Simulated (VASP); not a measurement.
# C in VASP: further runs, part 2 of 2

VASP 6.6.1. The steps go on from the part before.

## Step 3: Single point, PBE+D3(BJ) (mode 8 frozen in at -0.024 Å and mode 12 at -0.024 Å (largest displacements))

File INCAR:

```
SYSTEM = C
  PREC = Accurate
  ENCUT = 520
  EDIFF = 1E-6
  ISMEAR = 0
  SIGMA = 0.15
  LREAL = .FALSE.
  LASPH = .TRUE.
  NELM = 60
  ALGO = Normal
  ISIF = 2
  LWAVE = .FALSE.
  LCHARG = .TRUE.
  GGA = PE
  IVDW = 12
  LELF = .TRUE.
  LVHAR = .TRUE.
  NBANDS = 16
```

File KPOINTS:

```
regular mesh
0
G
  18 12 10
  0 0 0
```

File POSCAR:

```
C
1.0
   -2.4646600698      0.0000000000      0.0000000000
    0.0000000000      0.0000000000     -3.5719696368
    0.0000000000     -4.2689164642      0.0000000000
C
4
Direct
    0.5000000000      0.0000000000      0.1779107377
    0.0000000000      0.0000000000      0.6666666667
    0.0000000000      0.0000000000      0.3220892623
    0.5000000000      0.0000000000      0.8333333333
```

Potentials or basis: VASP PAW PBE potentials, release 64 (C).

The run is started by

```
> cat potpaw_PBE.64/C/POTCAR > POTCAR
> mpirun -np 1 vasp_std > vasp.out
```

OUTCAR:

```text
SYSTEM = C
   PREC = Accurate
   ENCUT = 520
   EDIFF = 1E-6
   ISMEAR = 0
   LREAL = .FALSE.
   LASPH = .TRUE.
   NELM = 60
   ISIF = 2
   GGA = PE
   IVDW = 12
 IVDW          = 12

 ion  position               nearest neighbor table
   1  0.500  0.000  0.178-   3 1.38   3 1.38   4 1.47
   2  0.000  0.000  0.667-   4 1.42   4 1.42   3 1.47
   3  0.000  0.000  0.322-   1 1.38   1 1.38   2 1.47
   4  0.500  0.000  0.833-   2 1.42   2 1.42   1 1.47

  LATTYP: Found a simple orthorhombic cell.
 ALAT       =     2.4646600698
 B/A-ratio  =     1.4492747623
 C/A-ratio  =     1.7320508075

  Lattice vectors:

 A1 = (  -2.4646600698,   0.0000000000,   0.0000000000)
 A2 = (   0.0000000000,   0.0000000000,  -3.5719696368)
 A3 = (   0.0000000000,  -4.2689164642,   0.0000000000)

Analysis of symmetry for initial positions (statically):
=====================================================================
 Subroutine PRICEL returns:
 Original cell was already a primitive cell.

 Routine SETGRP: Setting up the symmetry group for a
 simple orthorhombic supercell.

 Subroutine GETGRP returns: Found  8 space group operations
 (whereof  4 operations were pure point group operations)
 out of a pool of  8 trial point group operations.

The static configuration has the point symmetry C_2v.
 The point group associated with its full space group is D_2h.

Analysis of symmetry for dynamics (positions and initial velocities):
=====================================================================
 Subroutine PRICEL returns:
 Original cell was already a primitive cell.

 Routine SETGRP: Setting up the symmetry group for a
 simple orthorhombic supercell.

 Subroutine GETGRP returns: Found  8 space group operations
 (whereof  4 operations were pure point group operations)
 out of a pool of  8 trial point group operations.

[... 124 lines left out ...]
     AMIX     =   0.40;   BMIX     =  1.00
     AMIX_MAG =   1.60;   BMIX_MAG =  1.00
  volume/ion in A,a.u.               =       9.40        63.40
  Fermi-wavevector in a.u.,A,eV,Ry     =   1.231556  2.327303 20.636352  1.516729
  Thomas-Fermi vector in A             =   2.366360
   LORBIT       =      0    0 simple, 1 ext, 2 COOP (PROOUT), +10 PAW based schemes
   GGA     = PE    functional components
   LHFCALC =     F    Hartree Fock is set to
   AEXX    =    0.0000 exact exchange contribution
   IVDW    =    12    specifies the selected vdW correction
   LEPSILON=     F    determine dielectric tensor
   LRPA    =     F    only Hartree local field effects (RPA)
 non-spin polarized calculation
 Gauss-broadening in eV      SIGMA  =   0.15
  energy-cutoff  :      520.00
  volume of cell :       37.58
 maximum number of plane-waves:      1040
   NGX =  9   NGY = 13   NGZ = 15

 number of electron      16.0000003 magnetization

 Free energy of the ion-electron system (eV)
  ---------------------------------------------------
  ext. energy  EPLUGINS =         0.00000000
  ---------------------------------------------------
  free energy    TOTEN  =       -36.64499717 eV

  energy without entropy =      -36.64428564  energy(sigma->0) =      -36.64464141

 E-fermi :   4.1647     XC(G=0):  -9.8789

 val. band max:        4.0826690700   @ k =   0.3333   0.1667   0.0000
 cond. band min:       4.2341897560   @ k =   0.3333   0.3333   0.0000
 fundamental gap:      0.1515206860
 Fermi energy:         4.1646672750

 k-point     1 :       0.0000    0.0000    0.0000
  band No.  band energies     occupation
      1     -15.4633      2.00000
      2     -10.3304      2.00000
      3      -8.7420      2.00000
      4      -2.7273      2.00000
      5      -2.7193      2.00000
      6       0.5323      2.00000
[... 433 lines left out ...]
      3      -8.2895      2.00000
      4      -4.4501      2.00000
      5      -2.5405      2.00000
      6      -1.0689      2.00000
[... 8 lines left out ...]
     15      15.8466      0.00000
     16      16.2443      0.00000

 [... further k-points ...]

------------------------ aborting loop because EDIFF is reached ----------------------------------------

 Edisp (eV)   -0.57890

 E8    (eV) :    -0.1627

  FORCE on cell =-STRESS in cart. coord.  units (eV):
  Direction    XX          YY          ZZ          XY          YZ          ZX
  --------------------------------------------------------------------------------------
  -------------------------------------------------------------------------------------
  Total       1.86079    -0.63409    -0.01606     0.00000     0.00000     0.00000
  in kB      79.32784   -27.03214    -0.68471     0.00000     0.00000     0.00000
  external pressure =       17.20 kB  Pullay stress =        0.00 kB

 VOLUME and BASIS-vectors are now :
 -----------------------------------------------------------------------------
  energy-cutoff  :      520.00
  volume of cell :       37.58
      direct lattice vectors                 reciprocal lattice vectors
    -2.464660070  0.000000000  0.000000000    -0.405735465  0.000000000  0.000000000
     0.000000000  0.000000000 -3.571969637     0.000000000  0.000000000 -0.279957587
     0.000000000 -4.268916464  0.000000000     0.000000000 -0.234251480  0.000000000

 POSITION                                       TOTAL-FORCE (eV/Angst)
 -----------------------------------------------------------------------------------
     -1.23233     -0.75949      0.00000         0.000000      4.372668      0.000000
      0.00000     -2.84594      0.00000         0.000000      0.524988      0.000000
      0.00000     -1.37497      0.00000         0.000000     -4.372668      0.000000
     -1.23233     -3.55743      0.00000         0.000000     -0.524988      0.000000
 -----------------------------------------------------------------------------------
    total drift:                               -0.000000     -0.000000      0.000000

  FREE ENERGIE OF THE ION-ELECTRON SYSTEM (eV)
  ---------------------------------------------------
  free  energy   TOTEN  =       -37.2238998939 eV

  energy  without entropy=      -37.2231883587  energy(sigma->0) =      -37.22354413
```

OSZICAR:

```text
N       E                     dE             d eps       ncg     rms          rms(c)
DAV:   1     0.350812826688E+02    0.35081E+02   -0.78197E+03 13456   0.914E+02
DAV:   2    -0.362357076114E+02   -0.71317E+02   -0.64921E+02 19016   0.191E+02
DAV:   3    -0.390792028972E+02   -0.28435E+01   -0.28278E+01 17656   0.354E+01
DAV:   4    -0.391034810234E+02   -0.24278E-01   -0.24272E-01 16952   0.394E+00
DAV:   5    -0.391038778912E+02   -0.39687E-03   -0.39685E-03 17304   0.480E-01    0.900E+00
DAV:   6    -0.372340315748E+02    0.18698E+01   -0.13122E+00 16032   0.722E+00    0.525E+00
DAV:   7    -0.366333485486E+02    0.60068E+00   -0.15286E+00 16920   0.777E+00    0.153E+00
DAV:   8    -0.366427899661E+02   -0.94414E-02   -0.51595E-02 16712   0.133E+00    0.476E-01
DAV:   9    -0.366446618819E+02   -0.18719E-02   -0.15563E-03 15912   0.310E-01    0.683E-02
DAV:  10    -0.366449428994E+02   -0.28102E-03   -0.13411E-04 15360   0.822E-02    0.235E-02
DAV:  11    -0.366449967783E+02   -0.53879E-04   -0.42419E-05 14928   0.421E-02    0.478E-03
DAV:  12    -0.366449971735E+02   -0.39523E-06   -0.12699E-06 16472   0.788E-03
   1 F= -.37223900E+02 E0= -.37223544E+02  d E =-.711535E-03
```

stdout:

```text
POSCAR found type information on POSCAR C
 POSCAR found :  1 types and       4 ions
 scaLAPACK will be used
 LDA part: xc-table for (Slater+PW92), standard interpolation
 POSCAR, INCAR and KPOINTS ok, starting setup
 FFT: planning ... GRIDC
 FFT: planning ... GRID_SOFT
 FFT: planning ... GRID
 WAVECAR not read
 entering main loop
```

Run time: 2.4 min. Hardware: 1 thread of Intel Xeon Platinum 8488C (Sapphire Rapids), shared host; peak memory 0.29 GiB.

Results:

```yaml
Free_energy: -37.2239 eV
Pressure: 1.7 GPa
Largest_force: 4.373 eV/Å
Band_gap_on_the_k_mesh: zero (band 8 reaches 4.32 eV, above the bottom of band 9 at 4.02 eV)
Dispersion_energy_per_atom: -0.145 eV
```

Forces in eV/Å, atoms in the order of the input:
```
C    0.000  4.373  0.000
C    0.000  0.525  0.000
C    0.000 -4.373  0.000
C    0.000 -0.525  0.000
```

Levels at points of the mesh, in eV from the Fermi level:
```tsv
k point	band 4	band 5	band 6	band 7	band 8	band 9	band 10	band 11	band 12	band 13
(0.00, 0.00, 0.00)	-6.89	-6.88	-3.63	-2.27	-2.18	2.95	3.83	6.89	7.61	9.21
(0.50, 0.00, 0.00)	-10.85	-8.61	-8.61	-2.03	-2.03	2.95	2.95	9.27	9.27	11.54
(0.00, 0.50, 0.00)	-8.31	-6.86	-3.61	-3.14	-2.25	1.57	7.06	7.74	9.17	9.28
(0.50, 0.50, 0.00)	-10.77	-8.54	-8.54	-3.17	-3.17	2.16	2.16	10.63	10.63	12.16
(0.00, 0.00, 0.50)	-6.82	-6.10	-5.47	-5.02	-4.92	5.62	5.70	7.47	7.52	7.99
(0.50, 0.00, 0.50)	-13.40	-6.21	-6.21	-1.68	-1.68	2.07	2.07	7.20	7.20	10.93
(0.00, 0.50, 0.50)	-6.76	-6.75	-6.37	-6.07	-4.89	6.77	7.42	7.56	8.11	10.62
(0.50, 0.50, 0.50)	-13.29	-6.18	-6.18	-2.69	-2.69	0.82	0.82	7.44	7.44	13.18
```

Caveat: the cell differs from its parent crystal (mode 8 frozen in at -0.024 Å and mode 12 at -0.024 Å (largest displacements)); forces of over 1 eV/Å act on the atoms, so gaps and moduli don't describe the material at rest.

## Step 4: Single point, PBE+D3(BJ) (mode 8 frozen in at -0.048 Å and mode 12 at +0.048 Å (largest displacements))

File INCAR:

```
SYSTEM = C
PREC = Accurate ; ENCUT = 520
EDIFF = 1E-7 ; ISMEAR = 0
SIGMA = 0.15 ; LREAL = .FALSE.
LASPH = .TRUE. ; NELM = 100
ALGO = Normal ; ISIF = 2
LWAVE = .FALSE. ; LCHARG = .FALSE.
GGA = PE ; IVDW = 12
NBANDS = 16
```

KPOINTS is that of step 3.

File POSCAR:

```
C
1.0
   -2.4646600698      0.0000000000      0.0000000000
    0.0000000000      0.0000000000     -3.5719696368
    0.0000000000     -4.2689164642      0.0000000000
C
4
Direct
    0.5000000000      0.0000000000      0.1666666667
    0.0000000000      0.0000000000      0.6441785246
    0.0000000000      0.0000000000      0.3333333333
    0.5000000000      0.0000000000      0.8558214754
```

Potentials or basis: VASP PAW PBE potentials, release 64 (C).

The run is started by

```
> cat potpaw_PBE.64/C/POTCAR > POTCAR
> mpirun -np 1 vasp_std > vasp.out
```

OUTCAR:

```text
SYSTEM = C
   PREC = Accurate
   ENCUT = 520
   EDIFF = 1E-7
   ISMEAR = 0
   LREAL = .FALSE.
   LASPH = .TRUE.
   NELM = 100
   ISIF = 2
   GGA = PE
   IVDW = 12
 IVDW          = 12

 ion  position               nearest neighbor table
   1  0.500  0.000  0.167-   4 1.33   3 1.42   3 1.42
   2  0.000  0.000  0.644-   3 1.33   4 1.53   4 1.53
   3  0.000  0.000  0.333-   2 1.33   1 1.42   1 1.42
   4  0.500  0.000  0.856-   1 1.33   2 1.53   2 1.53

  LATTYP: Found a simple orthorhombic cell.
 ALAT       =     2.4646600698
 B/A-ratio  =     1.4492747623
 C/A-ratio  =     1.7320508075

  Lattice vectors:

 A1 = (  -2.4646600698,   0.0000000000,   0.0000000000)
 A2 = (   0.0000000000,   0.0000000000,  -3.5719696368)
 A3 = (   0.0000000000,  -4.2689164642,   0.0000000000)

Analysis of symmetry for initial positions (statically):
=====================================================================
 Subroutine PRICEL returns:
 Original cell was already a primitive cell.

 Routine SETGRP: Setting up the symmetry group for a
 simple orthorhombic supercell.

 Subroutine GETGRP returns: Found  8 space group operations
 (whereof  4 operations were pure point group operations)
 out of a pool of  8 trial point group operations.

The static configuration has the point symmetry C_2v.
 The point group associated with its full space group is D_2h.

Analysis of symmetry for dynamics (positions and initial velocities):
=====================================================================
 Subroutine PRICEL returns:
 Original cell was already a primitive cell.

 Routine SETGRP: Setting up the symmetry group for a
 simple orthorhombic supercell.

 Subroutine GETGRP returns: Found  8 space group operations
 (whereof  4 operations were pure point group operations)
 out of a pool of  8 trial point group operations.

[... 124 lines left out ...]
     AMIX     =   0.40;   BMIX     =  1.00
     AMIX_MAG =   1.60;   BMIX_MAG =  1.00
  volume/ion in A,a.u.               =       9.40        63.40
  Fermi-wavevector in a.u.,A,eV,Ry     =   1.231556  2.327303 20.636352  1.516729
  Thomas-Fermi vector in A             =   2.366360
   LORBIT       =      0    0 simple, 1 ext, 2 COOP (PROOUT), +10 PAW based schemes
   GGA     = PE    functional components
   LHFCALC =     F    Hartree Fock is set to
   AEXX    =    0.0000 exact exchange contribution
   IVDW    =    12    specifies the selected vdW correction
   LEPSILON=     F    determine dielectric tensor
   LRPA    =     F    only Hartree local field effects (RPA)
 non-spin polarized calculation
 Gauss-broadening in eV      SIGMA  =   0.15
  energy-cutoff  :      520.00
  volume of cell :       37.58
 maximum number of plane-waves:      1040
   NGX =  9   NGY = 13   NGZ = 15

 number of electron      16.0000003 magnetization

 Free energy of the ion-electron system (eV)
  ---------------------------------------------------
  ext. energy  EPLUGINS =         0.00000000
  ---------------------------------------------------
  free energy    TOTEN  =       -35.99157291 eV

  energy without entropy =      -35.99033114  energy(sigma->0) =      -35.99095202

 E-fermi :   4.0273     XC(G=0):  -9.8727

 val. band max:        3.9989535896   @ k =   0.2778   0.2500   0.0000
 cond. band min:       4.0651826897   @ k =   0.2222   0.0833   0.0000
 fundamental gap:      0.0662291000
 Fermi energy:         4.0272578777

 k-point     1 :       0.0000    0.0000    0.0000
  band No.  band energies     occupation
      1     -15.5311      2.00000
      2      -9.9967      2.00000
      3      -9.6767      2.00000
      4      -2.7955      2.00000
      5      -2.0204      2.00000
      6      -0.1339      2.00000
[... 433 lines left out ...]
      3      -9.1865      2.00000
      4      -3.8296      2.00000
      5      -2.6339      2.00000
      6      -1.0187      2.00000
[... 8 lines left out ...]
     15      16.6249      0.00000
     16      16.8205      0.00000

 [... further k-points ...]

------------------------ aborting loop because EDIFF is reached ----------------------------------------

 Edisp (eV)   -0.57604

 E8    (eV) :    -0.1619

  FORCE on cell =-STRESS in cart. coord.  units (eV):
  Direction    XX          YY          ZZ          XY          YZ          ZX
  --------------------------------------------------------------------------------------
  -------------------------------------------------------------------------------------
  Total       0.21683     4.36101    -0.05720     0.00000     0.00000     0.00000
  in kB       9.24363   185.91549    -2.43868     0.00000     0.00000     0.00000
  external pressure =       64.24 kB  Pullay stress =        0.00 kB

 VOLUME and BASIS-vectors are now :
 -----------------------------------------------------------------------------
  energy-cutoff  :      520.00
  volume of cell :       37.58
      direct lattice vectors                 reciprocal lattice vectors
    -2.464660070  0.000000000  0.000000000    -0.405735465  0.000000000  0.000000000
     0.000000000  0.000000000 -3.571969637     0.000000000  0.000000000 -0.279957587
     0.000000000 -4.268916464  0.000000000     0.000000000 -0.234251480  0.000000000

 POSITION                                       TOTAL-FORCE (eV/Angst)
 -----------------------------------------------------------------------------------
     -1.23233     -0.71149      0.00000         0.000000     -2.090329      0.000000
      0.00000     -2.74994      0.00000         0.000000     -9.028982      0.000000
      0.00000     -1.42297      0.00000         0.000000      2.090329      0.000000
     -1.23233     -3.65343      0.00000         0.000000      9.028982      0.000000
 -----------------------------------------------------------------------------------
    total drift:                               -0.000000     -0.000000      0.000000

  FREE ENERGIE OF THE ION-ELECTRON SYSTEM (eV)
  ---------------------------------------------------
  free  energy   TOTEN  =       -36.5676160341 eV

  energy  without entropy=      -36.5663742665  energy(sigma->0) =      -36.56699515
```

Wall time 2.1 min (1 thread of Intel Xeon Platinum 8488C (Sapphire Rapids), shared host); peak memory 0.29 GiB.

Results:

| Item | Value |
| --- | --- |
| Free energy | -36.5676 eV |
| Pressure | 6.4 GPa |
| Largest force | 9.029 eV/Å |
| Band gap on the k mesh | zero (band 8 reaches 4.45 eV, above the bottom of band 9 at 3.68 eV) |
| Dispersion energy per atom | -0.144 eV |

Forces on the atoms (eV/Å):
```
C    0.000 -2.090  0.000
C    0.000 -9.029  0.000
C    0.000  2.090  0.000
C    0.000  9.029  0.000
```

Stress tensor (GPa, compression positive):
```
 0.92  0.00  0.00
 0.00 18.59  0.00
 0.00  0.00 -0.24
```

Levels at points of the mesh, in eV from the Fermi level:
| k point | band 6 | band 7 | band 8 | band 9 | band 10 | band 11 |
| --- | --- | --- | --- | --- | --- | --- |
| (0.00, 0.00, 0.00) | -4.16 | -1.15 | -0.90 | 1.28 | 3.97 | 6.52 |
| (0.50, 0.00, 0.00) | -9.27 | -2.39 | -2.39 | 4.02 | 4.02 | 9.07 |
| (0.00, 0.50, 0.00) | -4.14 | -1.99 | -1.13 | 0.15 | 6.56 | 7.73 |
| (0.50, 0.50, 0.00) | -9.19 | -3.44 | -3.44 | 3.16 | 3.16 | 10.10 |
| (0.00, 0.00, 0.50) | -5.27 | -4.57 | -3.05 | 5.66 | 5.94 | 6.87 |
| (0.50, 0.00, 0.50) | -6.41 | -2.14 | -2.14 | 3.14 | 3.14 | 6.72 |
| (0.00, 0.50, 0.50) | -5.97 | -5.24 | -3.01 | 6.25 | 7.31 | 8.27 |
| (0.50, 0.50, 0.50) | -6.37 | -3.09 | -3.09 | 1.75 | 1.75 | 6.95 |

Caveat: the cell differs from its parent crystal (mode 8 frozen in at -0.048 Å and mode 12 at +0.048 Å (largest displacements)); forces of over 1 eV/Å act on the atoms, so gaps and moduli don't describe the material at rest.
